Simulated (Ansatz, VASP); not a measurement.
**HgSe in VASP and in Ansatz**

POSCAR

```
HgSe
1.0
    0.0000000000      3.0926746572      3.0926746572
    3.0926746572      0.0000000000      3.0926746572
    3.0926746572      3.0926746572      0.0000000000
Hg Se
1 1
Direct
    0.0000000000      0.0000000000      0.0000000000
    0.2500000000      0.2500000000      0.2500000000
```

Contents of INCAR.step1:

```
  PREC = Accurate
  ENCUT = 550
  ISMEAR = -1
  SIGMA = 0.02
  LREAL = False
  LASPH = True
  NELM = 120
  NBANDS = 16
  GGA = PE
  ALGO = Normal
  EDIFF = 1E-5
  LWAVE = True
  LCHARG = False
  GGA_COMPAT = False
```

Contents of INCAR.step2:

```
  PREC = Accurate
  ENCUT = 550
  EDIFF = 1E-6
  ISMEAR = -1
  SIGMA = 0.02
  LREAL = False
  LASPH = True
  NELM = 120
  ALGO = Normal
  ISIF = 2
  LWAVE = False
  LCHARG = False
  METAGGA = R2SCAN
  LMIXTAU = True
  IVDW = 12
  VDW_S6 = 1.0
  VDW_S8 = 0.78981345
  VDW_A1 = 0.49484001
  VDW_A2 = 5.73083694
  NBANDS = 16
  ISTART = 1
  GGA_COMPAT = False
```

Contents of KPOINTS:

```
Automatic mesh
0
Gamma
  6 6 6
```

Input for Ansatz:

```yaml
crystal:
  lattice:
    - [0.0, 3.0926746572, 3.0926746572]
    - [3.0926746572, 0.0, 3.0926746572]
    - [3.0926746572, 3.0926746572, 0.0]
  atoms:
    - { symbol: Hg, position: [0.0, 0.0, 0.0] }
    - { symbol: Se, position: [0.25, 0.25, 0.25] }
kpoints:
  mp_grid: { grid: [6, 6, 6] }
hamiltonian:
  xc: r2scan
  dispersion: d3bj
scf:
  occupations: { method: fermi_dirac, width: 0.02 }
  n_extra_bands: 4
output:
  forces: true
  stress: true
  eigenvalues: true
```

Alike in both runs: task single point; functional r2SCAN; dispersion D3(BJ); k mesh 6 × 6 × 6; occupations fermi-dirac, width 0.02 eV; no spin polarisation.

|  | VASP | Ansatz |
| --- | --- | --- |
| version | VASP 6.6.1 | Ansatz 0.2.0 |
| potentials or method | VASP PAW PBE potentials, release 64 (Hg, Se) | plane waves |
| plane-wave cutoff (eV) | 550 | 500 |
| valence electrons in the cell | 18 | 36 |

```tsv
	VASP	Ansatz	Ansatz less VASP
pressure (GPa)	-0.6	-0.8	-0.21
```

VASP's potentials were made for PBE, not for r2SCAN. VASP's potentials hold 18 valence electrons a cell and Ansatz's 36, so a difference there can come from the potentials and not from the codes. Ansatz's warnings: dispersion damping borrowed.

Neither program's run includes spin-orbit coupling.
